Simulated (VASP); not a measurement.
# CsP2 (Pccm) in VASP: relaxation of cell and atoms with PBE

Aim: the relaxation of cell and atoms of CsP2 with PBE.

Program: VASP 6.6.1. These are calculated values, not measurements. Logs are shortened: lines on timing, memory, paths and dates and some standing lists are left out, and cuts for length are marked.

**1. The cell of the first run**

It takes space group Pccm (No. 49, orthorhombic). The conventional cell has a = 4.724 Å, b = 4.852 Å, c = 6.966 Å, α = 90.00°, β = 90.00°, γ = 90.00°. Within 3.2 Å of Cs (site symmetry 222) lie 4 P at 2.45 Å. P (site symmetry m) has 2 Cs at 2.45 Å within 3.2 Å.

The cell was generated, and may not be a known phase.

**2. Relaxation of cell and atoms, PBE**

Contents of INCAR:

```
ALGO     = Normal         # electronic algorithm
EDIFF    = 1E-6           # SCF threshold, eV
EDIFFG   = -0.04          # ionic threshold
ENCUT    = 600            # plane-wave cutoff, eV
GGA      = PE             # functional
IBRION   = 2              # ionic algorithm
ISIF     = 3              # what is computed and relaxed
ISMEAR   = 0              # smearing method
LASPH    = T              # aspherical terms in the spheres
LCHARG   = F              # write CHGCAR
LREAL    = F              # projectors in reciprocal space
LWAVE    = F              # write WAVECAR
NELM     = 80             # most SCF steps
NSW      = 90             # ionic steps
PREC     = Accurate       # precision mode
SIGMA    = 0.1            # smearing width, eV
```

Contents of KPOINTS:

```
k-points
0
Gamma
  4 4 4
```

Contents of POSCAR:

```
CsP2
1.0
    4.7242474627      0.0000000000      0.0000000000
    0.0000000000      4.8521088025      0.0000000000
    0.0000000000      0.0000000000      6.9655404511
Cs P
2 4
Direct
    0.0000000000      0.5000000000      0.7500000000
    0.0000000000      0.5000000000      0.2500000000
    0.2576936655      0.2500000000      0.5000000000
    0.7423063345      0.7500000000      0.5000000000
    0.2576936655      0.7500000000      0.0000000000
    0.7423063345      0.2500000000      0.0000000000
```

Potentials or basis: VASP PAW PBE potentials, release 64 (Cs_sv, P).

On the command line:

```
> cat potpaw_PBE.64/Cs_sv/POTCAR potpaw_PBE.64/P/POTCAR > POTCAR
> mpirun -np 1 vasp_std > vasp.out
```

OUTCAR:

```text
EDIFF = 1E-6
   EDIFFG = -0.04
   ENCUT = 600
   GGA = PE
   IBRION = 2
   ISIF = 3
   ISMEAR = 0
   LASPH = T
   LREAL = F
   NELM = 80
   NSW = 90
   PREC = Accurate

 ion  position               nearest neighbor table
   1  0.000  0.500  0.750-   3 2.45   4 2.45   5 2.45   6 2.45
   2  0.000  0.500  0.250-   3 2.45   4 2.45   5 2.45   6 2.45
   3  0.258  0.250  0.500-   1 2.45   2 2.45
   4  0.742  0.750  0.500-   1 2.45   2 2.45
   5  0.258  0.750  0.000-   1 2.45   2 2.45
   6  0.742  0.250  0.000-   1 2.45   2 2.45

  LATTYP: Found a simple orthorhombic cell.
 ALAT       =     4.7242474627
 B/A-ratio  =     1.0270649116
 C/A-ratio  =     1.4744232825

  Lattice vectors:

 A1 = (   4.7242474627,   0.0000000000,   0.0000000000)
 A2 = (   0.0000000000,   4.8521088025,   0.0000000000)
 A3 = (   0.0000000000,   0.0000000000,   6.9655404511)

Analysis of symmetry for initial positions (statically):
=====================================================================
 Subroutine PRICEL returns:
 Original cell was already a primitive cell.

 Routine SETGRP: Setting up the symmetry group for a
 simple orthorhombic supercell.

 Subroutine GETGRP returns: Found  8 space group operations
 (whereof  4 operations were pure point group operations)
 out of a pool of  8 trial point group operations.

The static configuration has the point symmetry C_2h.
 The point group associated with its full space group is D_2h.

Analysis of symmetry for dynamics (positions and initial velocities):
=====================================================================
 Subroutine PRICEL returns:
 Original cell was already a primitive cell.

 Routine SETGRP: Setting up the symmetry group for a
 simple orthorhombic supercell.

 Subroutine GETGRP returns: Found  8 space group operations
 (whereof  4 operations were pure point group operations)
 out of a pool of  8 trial point group operations.

The dynamic configuration has the point symmetry C_2h.
 The point group associated with its full space group is D_2h.

 Subroutine INISYM returns: Found  8 space group operations
 (whereof  4 operations are pure point group operations),
 and found     1 'primitive' translations

----------------------------------------------------------------------------------------

                                     Primitive cell

  volume of cell :     159.6680

  direct lattice vectors                    reciprocal lattice vectors
     4.724247463  0.000000000  0.000000000     0.211673924  0.000000000  0.000000000
     0.000000000  4.852108803  0.000000000     0.000000000  0.206095956  0.000000000
     0.000000000  0.000000000  6.965540451     0.000000000  0.000000000  0.143563878

  length of vectors
     4.724247463  4.852108803  6.965540451     0.211673924  0.206095956  0.143563878

  position of ions in fractional coordinates (direct lattice)
     0.000000000  0.500000000  0.750000000
     0.000000000  0.500000000  0.250000000
     0.257693665  0.250000000  0.500000000
     0.742306335  0.750000000  0.500000000
     0.257693665  0.750000000  0.000000000
     0.742306335  0.250000000  0.000000000

  ion indices of the primitive-cell ions
   primitive index   ion index
                 1           1
                 2           2
                 3           3
                 4           4
                 5           5
                 6           6

----------------------------------------------------------------------------------------

 KPOINTS: k-points

Automatic generation of k-mesh.
 Grid dimensions read from file:
 generate k-points for:    4    4    4

 Generating k-lattice:

  Cartesian coordinates                     Fractional coordinates (reciprocal lattice)
     0.052918481  0.000000000  0.000000000     0.250000000  0.000000000  0.000000000
     0.000000000  0.051523989  0.000000000     0.000000000  0.250000000  0.000000000
     0.000000000  0.000000000  0.035890970     0.000000000  0.000000000  0.250000000

  Length of vectors
     0.052918481  0.051523989  0.035890970

  Shift w.r.t. Gamma in fractional coordinates (k-lattice)
     0.000000000  0.000000000  0.000000000

 Subroutine IBZKPT returns following result:
 ===========================================

 Found     27 irreducible k-points:

 Following reciprocal coordinates:
            Coordinates               Weight
  0.000000  0.000000  0.000000      1.000000
  0.250000  0.000000  0.000000      2.000000
  0.500000  0.000000  0.000000      1.000000
  0.000000  0.250000  0.000000      2.000000
  0.250000  0.250000  0.000000      4.000000
  0.500000  0.250000  0.000000      2.000000
[... 16 lines left out ...]
  0.250000  0.250000  0.500000      4.000000
  0.500000  0.250000  0.500000      2.000000
 [... further k-points ...]
   k-points           NKPTS =     27   k-points in BZ     NKDIM =     27   number of bands    NBANDS=     23
   number of dos      NEDOS =    301   number of ions     NIONS =      6
   total plane-waves  NPLWV =  89600
   dimension x,y,z NGX =    40 NGY =   40 NGZ =   56
   dimension x,y,z NGXF=    80 NGYF=   80 NGZF=  112
   ions per type =               2   4
   NGX,Y,Z   is equivalent  to a cutoff of  14.08, 13.71, 13.37 a.u.
   NGXF,Y,Z  is equivalent  to a cutoff of  28.15, 27.41, 26.73 a.u.
 SYSTEM =  unknown system
   PREC   = accura    normal or accurate (medium, high low for compatibility)
   ISTART =      0    job   : 0-new  1-cont  2-samecut
   ICHARG =      2    charge: 1-file 2-atom 10-const
   ISPIN  =      1    spin polarized calculation?
   LNONCOLLINEAR =      F non collinear calculations
   LSORBIT =      F    spin-orbit coupling
   LASPH  =      T    aspherical Exc in radial PAW
   ENCUT  =  600.0 eV  44.10 Ry    6.64 a.u.   9.44  9.69 13.91*2*pi/ulx,y,z
   NELM   =     80;   NELMIN=  2; NELMDL= -5     # of ELM steps
   EDIFF  = 0.1E-05   stopping-criterion for ELM
   LREAL  =      F    real-space projection
   EDIFFG = -.4E-01   stopping-criterion for IOM
   NSW    =     90    number of steps for IOM
   IBRION =      2    ionic relax: 0-MD 1-quasi-New 2-CG
   NFREE  =      1    steps in history (QN), initial steepest desc. (CG)
   ISIF   =      3    stress and relaxation
   ISYM   =      2    0-nonsym 1-usesym 2-fastsym
   POTIM  = 0.5000    time-step for ionic-motion
   TEBEG  =    0.0;   TEEND  =   0.0 temperature during run
   PSTRESS=    0.0 pullay stress
   NELECT =      38.0000    total number of electrons
   NUPDOWN=      -1.0000    fix difference up-down
   EMIN   =  10.00;   EMAX   =-10.00  energy-range for DOS
   EFERMI =   0.00;   METHOD = LEGACY
   ISMEAR =     0;   SIGMA  =   0.10  broadening in eV -4-tet -1-fermi 0-gaus
   EFERMI_NEDOS =   21; number of points for ismear=-14 and -15
   IALGO  =     38    algorithm
   IMIX   =      4    mixing-type and parameters
     AMIX     =   0.40;   BMIX     =  1.00
     AMIX_MAG =   1.60;   BMIX_MAG =  1.00
  volume/ion in A,a.u.               =      26.61       179.58
  Fermi-wavevector in a.u.,A,eV,Ry     =   1.014526  1.917177 14.003985  1.029264
  Thomas-Fermi vector in A             =   2.147759
   LORBIT       =      0    0 simple, 1 ext, 2 COOP (PROOUT), +10 PAW based schemes
   GGA     = PE    functional components
   LHFCALC =     F    Hartree Fock is set to
   AEXX    =    0.0000 exact exchange contribution
   IVDW    =     0    specifies the selected vdW correction
   LEPSILON=     F    determine dielectric tensor
   LRPA    =     F    only Hartree local field effects (RPA)
 conjugate gradient relaxation of ions
 non-spin polarized calculation
 Gauss-broadening in eV      SIGMA  =   0.10
  energy-cutoff  :      600.00
  volume of cell :      159.67
 maximum number of plane-waves:      5368
 NGX is ok and might be reduce to    40
   NGX = 19   NGY = 19   NGZ = 27

--------------------------------------- Ionic step        1  -------------------------------------------

 number of electron      38.0000000 magnetization

 Free energy of the ion-electron system (eV)
  ---------------------------------------------------
  ext. energy  EPLUGINS =         0.00000000
  ---------------------------------------------------
  free energy    TOTEN  =        -5.66149434 eV

  energy without entropy =       -5.62499499  energy(sigma->0) =       -5.64324466

 E-fermi :   3.6252     XC(G=0):  -9.2159

 val. band max:        3.6214015166   @ k =   0.5000   0.0000   0.0000
 cond. band min:       3.6350649065   @ k =   0.2500   0.2500   0.2500
 fundamental gap:      0.0136633898
 Fermi energy:         3.6251977684

 k-point     1 :       0.0000    0.0000    0.0000
  band No.  band energies     occupation
      1     -19.3982      2.00000
      2     -18.7382      2.00000
      3     -10.4201      2.00000
      4      -8.1672      2.00000
      5      -8.1233      2.00000
      6      -6.1153      2.00000
[... 613 lines left out ...]
     22       4.6779      0.00000
     23       5.0505      0.00000

 [... further k-points ...]

------------------------ aborting loop because EDIFF is reached ----------------------------------------

  FORCE on cell =-STRESS in cart. coord.  units (eV):
  Direction    XX          YY          ZZ          XY          YZ          ZX
  --------------------------------------------------------------------------------------
  -------------------------------------------------------------------------------------
  Total       13.3275932     12.6591465     36.6145630     -0.0000000      0.0000000      0.0000000
  in kB      133.7347659    127.0272864    367.4061739     -0.0000000      0.0000000      0.0000000
  external PRESSURE =     209.3894087 kB  Pullay stress =       0.0000000 kB
[... 101 lines left out ...]
  FREE ENERGIE OF THE ION-ELECTRON SYSTEM (eV)
  ---------------------------------------------------
  free  energy   TOTEN  =       -15.7914646186 eV

  energy  without entropy=      -15.7073475500  energy(sigma->0) =      -15.74940608

 E-fermi :  -0.5489     XC(G=0):  -6.2263

 val. band max:       -0.5548018443   @ k =   0.2500   0.0000   0.0000
 cond. band min:      -0.5459535731   @ k =   0.2500   0.5000   0.2500
 fundamental gap:      0.0088482712
 Fermi energy:        -0.5488635514

 k-point     1 :       0.0000    0.0000    0.0000
  band No.  band energies     occupation
      1     -22.3039      2.00000
      2     -22.3005      2.00000
      3     -10.0673      2.00000
      4      -9.8663      2.00000
      5      -9.2388      2.00000
      6      -9.2284      2.00000
[... 613 lines left out ...]
     22       0.0102      0.00000
     23       0.9378      0.00000

 [... further k-points ...]

[... ionic steps 4 to 43 ...]

--------------------------------------- Ionic step       44  -------------------------------------------

 number of electron      38.0000002 magnetization

------------------------ aborting loop because EDIFF is reached ----------------------------------------

  FORCE on cell =-STRESS in cart. coord.  units (eV):
  Direction    XX          YY          ZZ          XY          YZ          ZX
  --------------------------------------------------------------------------------------
  -------------------------------------------------------------------------------------
  Total       -0.0320122      0.5749261     -0.0504556     -0.0000000      0.0000000      0.0000000
  in kB       -0.2337856      4.1986968     -0.3684786     -0.0000000      0.0000000      0.0000000
  external PRESSURE =       1.1988109 kB  Pullay stress =       0.0000000 kB
[... 65 lines left out ...]
  energy  without entropy=      -24.4194463614  energy(sigma->0) =      -24.41949576

--------------------------------------- Ionic step       46  -------------------------------------------

 number of electron      38.0000006 magnetization

 Free energy of the ion-electron system (eV)
  ---------------------------------------------------
  ext. energy  EPLUGINS =         0.00000000
  ---------------------------------------------------
  free energy    TOTEN  =       -24.42046077 eV

  energy without entropy =      -24.42041411  energy(sigma->0) =      -24.42043744

 E-fermi :   2.5524     XC(G=0):  -7.6953

 val. band max:        2.3259458093   @ k =   0.2500   0.0000   0.0000
 cond. band min:       2.7702363136   @ k =   0.0000   0.2500   0.0000
 fundamental gap:      0.4442905043
 Fermi energy:         2.5523916289

 k-point     1 :       0.0000    0.0000    0.0000
  band No.  band energies     occupation
      1     -20.2922      2.00000
      2     -20.2847      2.00000
      3     -10.4590      2.00000
      4     -10.4267      2.00000
      5      -7.2012      2.00000
      6      -7.0863      2.00000
[... 613 lines left out ...]
     22       5.2115      0.00000
     23       5.5001      0.00000

 [... further k-points ...]

------------------------ aborting loop because EDIFF is reached ----------------------------------------

  FORCE on cell =-STRESS in cart. coord.  units (eV):
  Direction    XX          YY          ZZ          XY          YZ          ZX
  --------------------------------------------------------------------------------------
  -------------------------------------------------------------------------------------
  Total        0.0973717      0.1060271     -0.0523393      0.0000000      0.0000000      0.0000000
  in kB        0.7089506      0.7719693     -0.3810754      0.0000000      0.0000000      0.0000000
  external PRESSURE =       0.3666148 kB  Pullay stress =       0.0000000 kB
[... 21 lines left out ...]
  FREE ENERGIE OF THE ION-ELECTRON SYSTEM (eV)
  ---------------------------------------------------
  free  energy   TOTEN  =       -24.4204607673 eV

  energy  without entropy=      -24.4204141101  energy(sigma->0) =      -24.42043744

 reached required accuracy - stopping structural energy minimisation
```

Wall time 28 min (1 thread of Intel Xeon 6975P-C (Granite Rapids), shared host); peak memory 0.36 GiB.

Results:

| Quantity | Value |
| --- | --- |
| Free energy | -24.4205 eV |
| Relaxed volume | 36.68 Å³/atom |
| Relaxed cell | a = 5.778 Å, b = 3.756 Å, c = 10.138 Å, α = 90.00°, β = 90.00°, γ = 90.00° |
| Space group after relaxing (to 0.1 Å) | Pccm (No. 49) |
| Pressure after relaxing | 0.0 GPa |
| Largest force after relaxing | 0.034 eV/Å |
| Band gap on the k mesh | zero (bands 19 and 20 overlap by 1.86 eV) |

Forces on the atoms (eV/Å):
```
Cs   0.000  0.000  0.000
Cs   0.000  0.000  0.000
P   -0.005  0.034  0.000
P    0.005 -0.034  0.000
P   -0.005 -0.034  0.000
P    0.005  0.034  0.000
```

Final structure:
```
Cs P
1.0
     5.77811    0.00000    0.00000
     0.00000    3.75649    0.00000
     0.00000    0.00000   10.13816
Cs P
2 4
Cartesian
  0.0000 1.8782 7.6036
  0.0000 1.8782 2.5345
  2.3247 0.9198 5.0691
  3.4534 2.8367 5.0691
  2.3247 2.8367 0.0000
  3.4534 0.9198 0.0000
```

Levels at points of the mesh, in eV from the Fermi level:
| k point | band 18 | band 19 | band 20 | band 21 | band 22 | band 23 |
| --- | --- | --- | --- | --- | --- | --- |
| (0.00, 0.00, 0.00) | -0.74 | -0.35 | -0.23 | 0.85 | 1.48 | 1.50 |
| (0.50, 0.00, 0.00) | -0.56 | -0.38 | -0.33 | 0.52 | 1.49 | 1.95 |
| (0.00, 0.50, 0.00) | -1.78 | -1.46 | -1.15 | 1.44 | 2.29 | 2.62 |
| (0.50, 0.50, 0.00) | -1.40 | -1.39 | -1.36 | 2.06 | 2.87 | 3.78 |
| (0.00, 0.00, 0.50) | -1.14 | -0.30 | -0.30 | 1.17 | 1.17 | 2.11 |
| (0.50, 0.00, 0.50) | -0.50 | -0.48 | -0.48 | 0.99 | 0.99 | 2.24 |
| (0.00, 0.50, 0.50) | -1.63 | -1.49 | -1.49 | 1.90 | 1.90 | 2.67 |
| (0.50, 0.50, 0.50) | -1.74 | -1.38 | -1.38 | 2.80 | 2.80 | 3.03 |

Caveat: the volume moved by over 15 % at a fixed basis, so the end points are rough; spin-orbit coupling is left out, which moves the levels of the heavy elements.

The gap in the log of VASP goes by the Fermi energy; the results here count the filled bands.